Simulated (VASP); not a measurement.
# Mg3TiB4 (Im-3m) in VASP: a series of runs

The runs below take Mg3TiB4 through single point, relaxation of cell and atoms, with PBE.

All numbers are computed with VASP 6.6.1; they aren't measurements. Logs are shortened: lines on timing, memory, paths and dates and some standing lists are left out, and cuts for length are marked.

### Step 1. The cell of the first run

Symmetry: Im-3m, No. 229, cubic system. Conventional cell: a = 5.703 Å, b = 5.703 Å, c = 5.703 Å, α = 90.00°, β = 90.00°, γ = 90.00°. Mg (site symmetry 4/mmm) has 8 B at 2.47 Å and 4 Mg at 2.85 Å and 2 Ti at 2.85 Å within 3.3 Å. Within 3.3 Å of Ti (site symmetry m-3m) lie 8 B at 2.47 Å and 6 Mg at 2.85 Å. B (site symmetry -3m) has 6 Mg at 2.47 Å and 2 Ti at 2.47 Å and 6 B at 2.85 Å within 3.3 Å.

### Step 2. Single point, PBE

The input, INCAR:

```
PREC = Accurate ; ENCUT = 520
EDIFF = 1E-6 ; ISMEAR = 0
SIGMA = 0.1 ; LREAL = False
LASPH = True ; NELM = 60
ALGO = Normal ; ISIF = 2
LWAVE = False ; LCHARG = False
GGA = PE ; NBANDS = 25
```

The input, KPOINTS:

```
Automatic mesh
0
Gamma
  4 4 4
```

The input, POSCAR:

```
Mg3TiB4
1.0
   -2.8516763211      2.8516763211      2.8516763211
    2.8516763211     -2.8516763211      2.8516763211
    2.8516763211      2.8516763211     -2.8516763211
Mg Ti B
3 1 4
Direct
    0.0000000000      0.5000000000      0.5000000000
    0.5000000000      0.0000000000      0.5000000000
    0.5000000000      0.5000000000      0.0000000000
    0.0000000000      0.0000000000      0.0000000000
    0.5000000000      0.0000000000      0.0000000000
    0.0000000000      0.5000000000      0.0000000000
    0.0000000000      0.0000000000      0.5000000000
    0.5000000000      0.5000000000      0.5000000000
```

Potentials or basis: VASP PAW PBE potentials, release 64 (Mg, Ti_sv, B).

Launch:

```bash
cat potpaw_PBE.64/Mg/POTCAR potpaw_PBE.64/Ti_sv/POTCAR potpaw_PBE.64/B/POTCAR > POTCAR
mpirun -np 1 vasp_std > vasp.out
```

OUTCAR:

```text
PREC = Accurate
   ENCUT = 520
   EDIFF = 1E-6
   ISMEAR = 0
   LREAL = False
   LASPH = True
   NELM = 60
   ISIF = 2
   GGA = PE

 ion  position               nearest neighbor table
   1  0.000  0.500  0.500-   5 2.47   6 2.47   7 2.47   8 2.47   6 2.47   7 2.47   8 2.47   5 2.47
                             4 2.85   4 2.85   2 2.85   3 2.85   2 2.85   3 2.85
   2  0.500  0.000  0.500-   5 2.47   6 2.47   7 2.47   8 2.47   5 2.47   8 2.47   7 2.47   6 2.47
                             4 2.85   3 2.85   1 2.85   4 2.85   1 2.85   3 2.85
   3  0.500  0.500  0.000-   5 2.47   6 2.47   7 2.47   8 2.47   8 2.47   5 2.47   6 2.47   7 2.47
                             4 2.85   2 2.85   1 2.85   1 2.85   4 2.85   2 2.85
   4  0.000  0.000  0.000-   5 2.47   6 2.47   7 2.47   8 2.47   7 2.47   6 2.47   5 2.47   8 2.47
                             3 2.85   1 2.85   1 2.85   2 2.85   3 2.85   2 2.85
   5  0.500  0.000  0.000-   1 2.47   2 2.47   3 2.47   4 2.47   2 2.47   3 2.47   4 2.47   1 2.47

   6  0.000  0.500  0.000-   1 2.47   2 2.47   3 2.47   4 2.47   1 2.47   4 2.47   3 2.47   2 2.47

   7  0.000  0.000  0.500-   1 2.47   2 2.47   3 2.47   4 2.47   4 2.47   1 2.47   2 2.47   3 2.47

   8  0.500  0.500  0.500-   1 2.47   2 2.47   3 2.47   4 2.47   3 2.47   2 2.47   1 2.47   4 2.47

  LATTYP: Found a body centered cubic cell.
 ALAT       =     5.7033526422

  Lattice vectors:

 A1 = (  -2.8516763211,   2.8516763211,   2.8516763211)
 A2 = (   2.8516763211,  -2.8516763211,   2.8516763211)
 A3 = (   2.8516763211,   2.8516763211,  -2.8516763211)

Analysis of symmetry for initial positions (statically):
=====================================================================
 Subroutine PRICEL returns:
 Original cell was already a primitive cell.

 Routine SETGRP: Setting up the symmetry group for a
 body centered cubic supercell.

 Subroutine GETGRP returns: Found 48 space group operations
 (whereof 48 operations were pure point group operations)
 out of a pool of 48 trial point group operations.

The static configuration has the point symmetry O_h .

Analysis of symmetry for dynamics (positions and initial velocities):
=====================================================================
 Subroutine PRICEL returns:
 Original cell was already a primitive cell.

 Routine SETGRP: Setting up the symmetry group for a
 body centered cubic supercell.

 Subroutine GETGRP returns: Found 48 space group operations
 (whereof 48 operations were pure point group operations)
 out of a pool of 48 trial point group operations.

The dynamic configuration has the point symmetry O_h .

 Subroutine INISYM returns: Found 48 space group operations
 (whereof 48 operations are pure point group operations),
 and found     1 'primitive' translations

----------------------------------------------------------------------------------------

                                     Primitive cell

  volume of cell :      92.7600

  direct lattice vectors                    reciprocal lattice vectors
    -2.851676321  2.851676321  2.851676321     0.000000000  0.175335467  0.175335467
     2.851676321 -2.851676321  2.851676321     0.175335467  0.000000000  0.175335467
     2.851676321  2.851676321 -2.851676321     0.175335467  0.175335467  0.000000000

  length of vectors
     4.939248275  4.939248275  4.939248275     0.247961796  0.247961796  0.247961796

  position of ions in fractional coordinates (direct lattice)
     0.000000000  0.500000000  0.500000000
     0.500000000  0.000000000  0.500000000
     0.500000000  0.500000000  0.000000000
     0.000000000  0.000000000  0.000000000
     0.500000000  0.000000000  0.000000000
     0.000000000  0.500000000  0.000000000
     0.000000000  0.000000000  0.500000000
     0.500000000  0.500000000  0.500000000

  ion indices of the primitive-cell ions
   primitive index   ion index
                 1           1
                 2           2
                 3           3
                 4           4
                 5           5
                 6           6
                 7           7
                 8           8

----------------------------------------------------------------------------------------

 KPOINTS: Automatic mesh

Automatic generation of k-mesh.
 Grid dimensions read from file:
 generate k-points for:    4    4    4

 Generating k-lattice:

  Cartesian coordinates                     Fractional coordinates (reciprocal lattice)
     0.000000000  0.043833867  0.043833867     0.250000000  0.000000000  0.000000000
     0.043833867  0.000000000  0.043833867     0.000000000  0.250000000  0.000000000
     0.043833867  0.043833867  0.000000000     0.000000000  0.000000000  0.250000000

  Length of vectors
     0.061990449  0.061990449  0.061990449

  Shift w.r.t. Gamma in fractional coordinates (k-lattice)
     0.000000000  0.000000000  0.000000000

 Subroutine IBZKPT returns following result:
 ===========================================

 Found      8 irreducible k-points:

 Following reciprocal coordinates:
            Coordinates               Weight
  0.000000  0.000000  0.000000      1.000000
  0.250000  0.000000  0.000000     12.000000
  0.500000  0.000000  0.000000      6.000000
  0.250000  0.250000  0.000000     24.000000
  0.250000  0.250000  0.250000      2.000000
 -0.250000  0.250000  0.250000      6.000000
  0.500000  0.500000  0.250000     12.000000
  0.500000  0.500000  0.500000      1.000000
   k-points           NKPTS =      8   k-points in BZ     NKDIM =      8   number of bands    NBANDS=     25
   number of dos      NEDOS =    301   number of ions     NIONS =      8
   total plane-waves  NPLWV =  64000
   dimension x,y,z NGX =    40 NGY =   40 NGZ =   40
   dimension x,y,z NGXF=    80 NGYF=   80 NGZF=   80
   ions per type =               3   1   4
   NGX,Y,Z   is equivalent  to a cutoff of  13.46, 13.46, 13.46 a.u.
   NGXF,Y,Z  is equivalent  to a cutoff of  26.93, 26.93, 26.93 a.u.
 SYSTEM =  unknown system
   PREC   = accura    normal or accurate (medium, high low for compatibility)
   ISTART =      0    job   : 0-new  1-cont  2-samecut
   ICHARG =      2    charge: 1-file 2-atom 10-const
   ISPIN  =      1    spin polarized calculation?
   LNONCOLLINEAR =      F non collinear calculations
   LSORBIT =      F    spin-orbit coupling
   LASPH  =      T    aspherical Exc in radial PAW
   ENCUT  =  520.0 eV  38.22 Ry    6.18 a.u.   9.18  9.18  9.18*2*pi/ulx,y,z
   NELM   =     60;   NELMIN=  2; NELMDL= -5     # of ELM steps
   EDIFF  = 0.1E-05   stopping-criterion for ELM
   LREAL  =      F    real-space projection
   EDIFFG = 0.1E-04   stopping-criterion for IOM
   NSW    =      0    number of steps for IOM
   IBRION =     -1    ionic relax: 0-MD 1-quasi-New 2-CG
   NFREE  =      0    steps in history (QN), initial steepest desc. (CG)
   ISIF   =      2    stress and relaxation
   ISYM   =      2    0-nonsym 1-usesym 2-fastsym
   POTIM  = 0.5000    time-step for ionic-motion
   TEBEG  =    0.0;   TEEND  =   0.0 temperature during run
   PSTRESS=    0.0 pullay stress
   NELECT =      30.0000    total number of electrons
   NUPDOWN=      -1.0000    fix difference up-down
   EMIN   =  10.00;   EMAX   =-10.00  energy-range for DOS
   EFERMI =   0.00;   METHOD = LEGACY
   ISMEAR =     0;   SIGMA  =   0.10  broadening in eV -4-tet -1-fermi 0-gaus
   EFERMI_NEDOS =   21; number of points for ismear=-14 and -15
   IALGO  =     38    algorithm
   IMIX   =      4    mixing-type and parameters
     AMIX     =   0.40;   BMIX     =  1.00
     AMIX_MAG =   1.60;   BMIX_MAG =  1.00
  volume/ion in A,a.u.               =      11.59        78.25
  Fermi-wavevector in a.u.,A,eV,Ry     =   1.123729  2.123540 17.180994  1.262767
  Thomas-Fermi vector in A             =   2.260397
   LORBIT       =      0    0 simple, 1 ext, 2 COOP (PROOUT), +10 PAW based schemes
   GGA     = PE    functional components
   LHFCALC =     F    Hartree Fock is set to
   AEXX    =    0.0000 exact exchange contribution
   IVDW    =     0    specifies the selected vdW correction
   LEPSILON=     F    determine dielectric tensor
   LRPA    =     F    only Hartree local field effects (RPA)
 non-spin polarized calculation
 Gauss-broadening in eV      SIGMA  =   0.10
  energy-cutoff  :      520.00
  volume of cell :       92.76
 maximum number of plane-waves:      2515
 NGX is ok and might be reduce to    40
   NGX = 19   NGY = 19   NGZ = 19

 number of electron      29.9999996 magnetization

 Free energy of the ion-electron system (eV)
  ---------------------------------------------------
  ext. energy  EPLUGINS =         0.00000000
  ---------------------------------------------------
  free energy    TOTEN  =       -34.90103955 eV

  energy without entropy =      -34.87857245  energy(sigma->0) =      -34.88980600

 E-fermi :   6.1707     XC(G=0): -10.9050

 val. band max:        6.1663637529   @ k =   0.2500   0.0000   0.0000
 cond. band min:       6.1963684265   @ k =   0.2500   0.2500   0.2500
 fundamental gap:      0.0300046735
 Fermi energy:         6.1707379445

 k-point     1 :       0.0000    0.0000    0.0000
  band No.  band energies     occupation
      1     -50.9693      2.00000
      2     -27.2420      2.00000
      3     -27.2420      2.00000
      4     -27.2420      2.00000
      5      -5.0556      2.00000
      6       0.4756      2.00000
[... 17 lines left out ...]
     24       9.2653      0.00000
     25       9.2986      0.00000

 k-point     2 :       0.2500    0.0000    0.0000
  band No.  band energies     occupation
      1     -50.9693      2.00000
      2     -27.2426      2.00000
      3     -27.2421      2.00000
      4     -27.2421      2.00000
      5      -4.5362      2.00000
      6      -0.9644      2.00000
[... 17 lines left out ...]
     24      10.2132      0.00000
     25      10.3238      0.00000
[... 138 lines left out ...]
     24      10.9307      0.00000
     25      11.2543      0.00000

 k-point     8 :       0.5000    0.5000    0.5000
  band No.  band energies     occupation
      1     -50.9693      2.00000
      2     -27.2424      2.00000
      3     -27.2424      2.00000
      4     -27.2424      2.00000
      5      -1.7671      2.00000
      6      -1.7671      2.00000
[... 17 lines left out ...]
     24      10.4692      0.00000
     25      10.4692      0.00000

------------------------ aborting loop because EDIFF is reached ----------------------------------------

  FORCE on cell =-STRESS in cart. coord.  units (eV):
  Direction    XX          YY          ZZ          XY          YZ          ZX
  --------------------------------------------------------------------------------------
  -------------------------------------------------------------------------------------
  Total       -0.0120234     -0.0120234     -0.0120234      0.0000000      0.0000000      0.0000000
  in kB       -0.2076714     -0.2076714     -0.2076714      0.0000000      0.0000000      0.0000000
  external PRESSURE =      -0.2076714 kB  Pullay stress =       0.0000000 kB

 VOLUME and BASIS-vectors are now :
 -----------------------------------------------------------------------------
  energy-cutoff  :      520.00
  volume of cell :       92.76
      direct lattice vectors                 reciprocal lattice vectors
    -2.851676321  2.851676321  2.851676321     0.000000000  0.175335467  0.175335467
     2.851676321 -2.851676321  2.851676321     0.175335467  0.000000000  0.175335467
     2.851676321  2.851676321 -2.851676321     0.175335467  0.175335467  0.000000000

 POSITION                                       TOTAL-FORCE (eV/Angst)
 -----------------------------------------------------------------------------------
      2.85168      0.00000      0.00000         0.000000      0.000000      0.000000
      0.00000      2.85168      0.00000         0.000000      0.000000     -0.000000
      0.00000      0.00000      2.85168        -0.000000      0.000000     -0.000000
      0.00000      0.00000      0.00000        -0.000000      0.000000      0.000000
     -1.42584      1.42584      1.42584         0.000000     -0.000000      0.000000
      1.42584     -1.42584      1.42584         0.000000     -0.000000      0.000000
      1.42584      1.42584     -1.42584        -0.000000     -0.000000      0.000000
      1.42584      1.42584      1.42584         0.000000     -0.000000      0.000000
 -----------------------------------------------------------------------------------
    total drift:                                0.000000      0.000000      0.000000

  FREE ENERGIE OF THE ION-ELECTRON SYSTEM (eV)
  ---------------------------------------------------
  free  energy   TOTEN  =       -34.9010395490 eV

  energy  without entropy=      -34.8785724493  energy(sigma->0) =      -34.88980600
```

Run time: 66 s. Hardware: 1 thread of Intel Xeon 8259CL, shared host; peak memory 0.24 GiB.

Results:

- Free energy: -34.9010 eV
- Pressure: 0.0 GPa
- Band gap on the k mesh: zero (bands 15 and 16 overlap by 2.50 eV)

Caveat: the k points lie up to 0.39 Å⁻¹ apart, too coarse for converged energies and pressures of a metal.

(Continued in part 2 of 2.)

The gap in the log of VASP goes by the Fermi energy; the results here count the filled bands.